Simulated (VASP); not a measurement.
# Sb (Fd-3m) in VASP: single point with LDA

Aim: the single point of Sb with LDA.

Program: VASP 6.6.1. These are calculated values, not measurements. Logs are shortened: lines on timing, memory, paths and dates and some standing lists are left out, and cuts for length are marked.

## (1) The cell of the first run

It takes space group Fd-3m (No. 227, cubic). Conventional cell: a = 6.823 Å, b = 6.823 Å, c = 6.823 Å, α = 90.00°, β = 90.00°, γ = 90.00°. Sb (site symmetry -43m) has 4 Sb at 2.95 Å within 3.9 Å.

## (2) Single point, LDA

Input file INCAR:

```
PREC     = Accurate       # precision mode
ENCUT    = 520            # plane-wave cutoff, eV
EDIFF    = 1E-7           # SCF threshold, eV
ISMEAR   = -1             # smearing method
SIGMA    = 0.13605693000000002 # smearing width, eV
LREAL    = False          # projectors in reciprocal space
LASPH    = True           # aspherical terms in the spheres
NELM     = 80             # most SCF steps
ALGO     = Normal         # electronic algorithm
ISIF     = 2              # what is computed and relaxed
LWAVE    = False          # write WAVECAR
LCHARG   = False          # write CHGCAR
NBANDS   = 12             # bands
```

Input file KPOINTS:

```
Automatic mesh
0
Gamma
  8 8 8
```

Input file POSCAR:

```
Sb
1.0
    0.0000000000      3.4117242307      3.4117242307
    3.4117242307      0.0000000000      3.4117242307
    3.4117242307      3.4117242307      0.0000000000
Sb
2
Direct
    0.0000000000      0.0000000000      0.0000000000
    0.2500000000      0.2500000000      0.2500000000
```

Potentials or basis: VASP PAW LDA potentials, release 64 (Sb).

Run with:

```console
cat potpaw_LDA.64/Sb/POTCAR > POTCAR
mpirun -np 1 vasp_std > vasp.out
```

OUTCAR:

```text
PREC = Accurate
   ENCUT = 520
   EDIFF = 1E-7
   ISMEAR = -1
   LREAL = False
   LASPH = True
   NELM = 80
   ISIF = 2

 ion  position               nearest neighbor table
   1  0.000  0.000  0.000-   2 2.95   2 2.95   2 2.95   2 2.95
   2  0.250  0.250  0.250-   1 2.95   1 2.95   1 2.95   1 2.95

  LATTYP: Found a face centered cubic cell.
 ALAT       =     6.8234484614

  Lattice vectors:

 A1 = (   0.0000000000,   3.4117242307,   3.4117242307)
 A2 = (   3.4117242307,   0.0000000000,   3.4117242307)
 A3 = (   3.4117242307,   3.4117242307,   0.0000000000)

Analysis of symmetry for initial positions (statically):
=====================================================================
 Subroutine PRICEL returns:
 Original cell was already a primitive cell.

 Routine SETGRP: Setting up the symmetry group for a
 face centered cubic supercell.

 Subroutine GETGRP returns: Found 48 space group operations
 (whereof 24 operations were pure point group operations)
 out of a pool of 48 trial point group operations.

The static configuration has the point symmetry T_d .
 The point group associated with its full space group is O_h .

Analysis of symmetry for dynamics (positions and initial velocities):
=====================================================================
 Subroutine PRICEL returns:
 Original cell was already a primitive cell.

 Routine SETGRP: Setting up the symmetry group for a
 face centered cubic supercell.

 Subroutine GETGRP returns: Found 48 space group operations
 (whereof 24 operations were pure point group operations)
 out of a pool of 48 trial point group operations.

The dynamic configuration has the point symmetry T_d .
 The point group associated with its full space group is O_h .

 Subroutine INISYM returns: Found 48 space group operations
 (whereof 24 operations are pure point group operations),
 and found     1 'primitive' translations

----------------------------------------------------------------------------------------

                                     Primitive cell

  volume of cell :      79.4240

  direct lattice vectors                    reciprocal lattice vectors
     0.000000000  3.411724231  3.411724231    -0.146553463  0.146553463  0.146553463
     3.411724231  0.000000000  3.411724231     0.146553463 -0.146553463  0.146553463
     3.411724231  3.411724231  0.000000000     0.146553463  0.146553463 -0.146553463

  length of vectors
     4.824906678  4.824906678  4.824906678     0.253838044  0.253838044  0.253838044

  position of ions in fractional coordinates (direct lattice)
     0.000000000  0.000000000  0.000000000
     0.250000000  0.250000000  0.250000000

  ion indices of the primitive-cell ions
   primitive index   ion index
                 1           1
                 2           2

----------------------------------------------------------------------------------------

 KPOINTS: Automatic mesh

Automatic generation of k-mesh.
 Grid dimensions read from file:
 generate k-points for:    8    8    8

 Generating k-lattice:

  Cartesian coordinates                     Fractional coordinates (reciprocal lattice)
    -0.018319183  0.018319183  0.018319183     0.125000000  0.000000000  0.000000000
     0.018319183 -0.018319183  0.018319183     0.000000000  0.125000000  0.000000000
     0.018319183  0.018319183 -0.018319183     0.000000000  0.000000000  0.125000000

  Length of vectors
     0.031729755  0.031729755  0.031729755

  Shift w.r.t. Gamma in fractional coordinates (k-lattice)
     0.000000000  0.000000000  0.000000000

 Subroutine IBZKPT returns following result:
 ===========================================

 Found     29 irreducible k-points:

 Following reciprocal coordinates:
            Coordinates               Weight
  0.000000  0.000000  0.000000      1.000000
  0.125000  0.000000  0.000000      8.000000
  0.250000  0.000000  0.000000      8.000000
  0.375000  0.000000  0.000000      8.000000
  0.500000  0.000000  0.000000      4.000000
  0.125000  0.125000  0.000000      6.000000
[... 16 lines left out ...]
  0.500000  0.250000  0.125000     48.000000
 -0.375000  0.250000  0.125000     24.000000
 [... further k-points ...]
   k-points           NKPTS =     29   k-points in BZ     NKDIM =     29   number of bands    NBANDS=     12
   number of dos      NEDOS =    301   number of ions     NIONS =      2
   total plane-waves  NPLWV =  46656
   dimension x,y,z NGX =    36 NGY =   36 NGZ =   36
   dimension x,y,z NGXF=    72 NGYF=   72 NGZF=   72
   ions per type =               2
   NGX,Y,Z   is equivalent  to a cutoff of  12.40, 12.40, 12.40 a.u.
   NGXF,Y,Z  is equivalent  to a cutoff of  24.81, 24.81, 24.81 a.u.
 SYSTEM =  unknown system
   PREC   = accura    normal or accurate (medium, high low for compatibility)
   ISTART =      0    job   : 0-new  1-cont  2-samecut
   ICHARG =      2    charge: 1-file 2-atom 10-const
   ISPIN  =      1    spin polarized calculation?
   LNONCOLLINEAR =      F non collinear calculations
   LSORBIT =      F    spin-orbit coupling
   LASPH  =      T    aspherical Exc in radial PAW
   ENCUT  =  520.0 eV  38.22 Ry    6.18 a.u.   8.97  8.97  8.97*2*pi/ulx,y,z
   NELM   =     80;   NELMIN=  2; NELMDL= -5     # of ELM steps
   EDIFF  = 0.1E-06   stopping-criterion for ELM
   LREAL  =      F    real-space projection
   EDIFFG = 0.1E-05   stopping-criterion for IOM
   NSW    =      0    number of steps for IOM
   IBRION =     -1    ionic relax: 0-MD 1-quasi-New 2-CG
   NFREE  =      0    steps in history (QN), initial steepest desc. (CG)
   ISIF   =      2    stress and relaxation
   ISYM   =      2    0-nonsym 1-usesym 2-fastsym
   POTIM  = 0.5000    time-step for ionic-motion
   TEBEG  =    0.0;   TEEND  =   0.0 temperature during run
   PSTRESS=    0.0 pullay stress
   NELECT =      10.0000    total number of electrons
   NUPDOWN=      -1.0000    fix difference up-down
   EMIN   =  10.00;   EMAX   =-10.00  energy-range for DOS
   EFERMI =   0.00;   METHOD = LEGACY
   ISMEAR =    -1;   SIGMA  =   0.14  broadening in eV -4-tet -1-fermi 0-gaus
   EFERMI_NEDOS =   21; number of points for ismear=-14 and -15
   IALGO  =     38    algorithm
   IMIX   =      4    mixing-type and parameters
     AMIX     =   0.40;   BMIX     =  1.00
     AMIX_MAG =   1.60;   BMIX_MAG =  1.00
  volume/ion in A,a.u.               =      39.71       267.99
  Fermi-wavevector in a.u.,A,eV,Ry     =   0.820523  1.550564  9.160238  0.673258
  Thomas-Fermi vector in A             =   1.931521
   LORBIT       =      0    0 simple, 1 ext, 2 COOP (PROOUT), +10 PAW based schemes
   GGA     = CA    functional components
   LHFCALC =     F    Hartree Fock is set to
   AEXX    =    0.0000 exact exchange contribution
   IVDW    =     0    specifies the selected vdW correction
   LEPSILON=     F    determine dielectric tensor
   LRPA    =     F    only Hartree local field effects (RPA)
 non-spin polarized calculation
  energy-cutoff  :      520.00
  volume of cell :       79.42
 maximum number of plane-waves:      2162
   NGX = 17   NGY = 17   NGZ = 17

 number of electron      10.0000000 magnetization

 Free energy of the ion-electron system (eV)
  ---------------------------------------------------
  ext. energy  EPLUGINS =         0.00000000
  ---------------------------------------------------
  free energy    TOTEN  =        -8.82643752 eV

  energy without entropy =       -8.73452186  energy(sigma->0) =       -8.78047969

 E-fermi :   4.3532     XC(G=0):  -8.4092

 val. band max:        4.3276815755   @ k =  -0.3750   0.3750   0.1250
 cond. band min:       4.3675012046   @ k =  -0.3750   0.5000   0.1250
 fundamental gap:      0.0398196290
 Fermi energy:         4.3531804997

 k-point     1 :       0.0000    0.0000    0.0000
  band No.  band energies     occupation
      1      -7.5272      2.00000
      2      -0.7951      2.00000
      3       2.4983      2.00000
      4       2.4983      2.00000
      5       2.4983      2.00000
      6       4.8339      0.05677
      7       4.8339      0.05677
      8       4.8339      0.05677
      9       8.1598      0.00000
     10      10.7036      0.00000
     11      10.7036      0.00000
     12      11.8203      0.00000

 k-point     2 :       0.1250    0.0000    0.0000
  band No.  band energies     occupation
      1      -7.4122      2.00000
      2      -1.3211      2.00000
      3       2.3228      2.00000
      4       2.3228      2.00000
      5       2.5323      2.00000
      6       5.0858      0.00913
      7       5.0858      0.00913
      8       5.1533      0.00557
      9       8.7169      0.00000
     10      10.2401      0.00000
     11      10.2401      0.00000
     12      11.4198      0.00000

 k-point     3 :       0.2500    0.0000    0.0000
  band No.  band energies     occupation
      1      -7.0859      2.00000
      2      -2.3875      2.00000
      3       1.9990      2.00000
      4       1.9990      2.00000
      5       2.3598      2.00000
      6       5.5472      0.00031
      7       5.5472      0.00031
      8       6.2225      0.00000
      9       9.5293      0.00000
     10      10.0323      0.00000
     11      10.0323      0.00000
     12      11.4165      0.00000
[... 286 lines left out ...]
 k-point    23 :       0.5000    0.2500    0.1250
  band No.  band energies     occupation
      1      -6.3331      2.00000
      2      -3.8000      2.00000
      3       0.5338      2.00000
      4       1.3293      2.00000
      5       3.8037      1.96537
      6       5.3768      0.00108
      7       6.7251      0.00000
      8       7.1500      0.00000
      9       9.9514      0.00000
     10      10.2199      0.00000
     11      11.6168      0.00000
     12      12.3121      0.00000

 k-point    24 :      -0.3750    0.2500    0.1250
  band No.  band energies     occupation
      1      -6.0480      2.00000
      2      -4.2180      2.00000
      3       0.3898      2.00000
      4       1.2188      2.00000
      5       3.7802      1.97079
      6       5.7103      0.00009
      7       6.8536      0.00000
      8       7.5211      0.00000
      9       9.3618      0.00000
     10      11.1089      0.00000
     11      11.4479      0.00000
     12      11.7780      0.00000

 [... further k-points ...]
[... 5 lines left out ...]
  --------------------------------------------------------------------------------------
  -------------------------------------------------------------------------------------
  Total        0.0524305      0.0524305      0.0524305     -0.0000000     -0.0000000     -0.0000000
  in kB        1.0576520      1.0576520      1.0576520     -0.0000000     -0.0000000     -0.0000000
  external PRESSURE =       1.0576520 kB  Pullay stress =       0.0000000 kB

 VOLUME and BASIS-vectors are now :
 -----------------------------------------------------------------------------
  energy-cutoff  :      520.00
  volume of cell :       79.42
      direct lattice vectors                 reciprocal lattice vectors
     0.000000000  3.411724231  3.411724231    -0.146553463  0.146553463  0.146553463
     3.411724231  0.000000000  3.411724231     0.146553463 -0.146553463  0.146553463
     3.411724231  3.411724231  0.000000000     0.146553463  0.146553463 -0.146553463

 POSITION                                       TOTAL-FORCE (eV/Angst)
 -----------------------------------------------------------------------------------
      0.00000      0.00000      0.00000        -0.000000      0.000000     -0.000000
      1.70586      1.70586      1.70586         0.000000     -0.000000      0.000000
 -----------------------------------------------------------------------------------
    total drift:                                0.000000      0.000000     -0.000000

  FREE ENERGIE OF THE ION-ELECTRON SYSTEM (eV)
  ---------------------------------------------------
  free  energy   TOTEN  =        -8.8264375240 eV

  energy  without entropy=       -8.7345218647  energy(sigma->0) =       -8.78047969
```

It took 36 s on 1 thread of AMD EPYC 7R13 (Zen 3), shared host; peak memory 0.14 GiB.

What came out:

| Item | Value |
| --- | --- |
| Free energy | -8.8264 eV |
| Pressure | 0.1 GPa |
| Band gap on the k mesh | zero (band 5 reaches 5.22 eV, above the bottom of band 6 at 3.78 eV) |

Caveat: spin-orbit coupling is left out, which moves the levels of the heavy elements.
